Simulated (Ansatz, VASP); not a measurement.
## One calculation of Si16C16O, two programs

```xyz
33
Lattice="6.1879 0.0000 0.0000 -3.0940 5.3589 0.0000 0.0000 0.0000 10.1288" Properties=species:S:1:pos:R:3 pbc="T T T"
Si    1.5837    0.8138    9.4752
Si   -0.0419    1.7727    4.4307
Si   -0.0451   -0.0053    6.9583
Si   -0.0050   -0.0189    1.8749
Si   -0.3426    3.6841    9.3033
Si   -1.5775    4.4517    4.4074
Si   -1.6705    2.6785    6.9073
Si   -1.5386    2.6543    1.8799
Si    4.6331    0.8737    9.4444
Si    3.0740    1.7560    4.4218
Si    3.0269    0.0217    6.8900
Si    3.1088   -0.0716    1.8863
Si    3.1168    3.5762    9.5065
Si    1.5234    4.4511    4.4291
Si    1.4336    2.6831    6.9904
Si    1.6160    2.6115    2.0204
C     1.5208    0.8918    7.5654
C     0.0078    1.7702    2.4987
C    -0.0200   -0.0178    5.0453
C    -0.0127    0.0168   -0.0327
C    -0.1869    3.6258    7.4400
C    -1.5600    4.4414    2.4745
C    -1.6066    2.6685    5.0192
C    -1.6154    2.6465   -0.0392
C     4.6001    0.8954    7.5217
C     3.1539    1.7082    2.5421
C     3.0667   -0.0111    5.0066
C     3.1463   -0.1278   -0.0465
C     2.9670    3.5677    7.6053
C     1.5628    4.4182    2.5138
C     1.5023    2.6630    5.0502
C     1.9454    2.4395    0.1926
O     0.8041    2.5598    9.5215
```

Alike in both runs: functional PBE; k mesh 1 × 1 × 1; occupations fermi-dirac, width 0.01 eV; no spin polarisation.

Ansatz relaxed the structure, and its values are those at the end. VASP's run is a single point on that final structure, the one shown.

|  | VASP | Ansatz |
| --- | --- | --- |
| version | VASP 6.6.1 | Ansatz 0.2.0 |
| potentials or method | VASP PAW PBE potentials, release 64 (Si, C, O), cutoff 520 eV | plane-wave PAW DFT |
| valence electrons in the cell | 134 | 134 |

|  | VASP | Ansatz | Ansatz less VASP |
| --- | --- | --- | --- |
| rms of the force components (eV/Å) | 0.020 | 0.005 | -0.0147 |

The functional is the same, so the differences come from potentials, cutoffs and numerics.
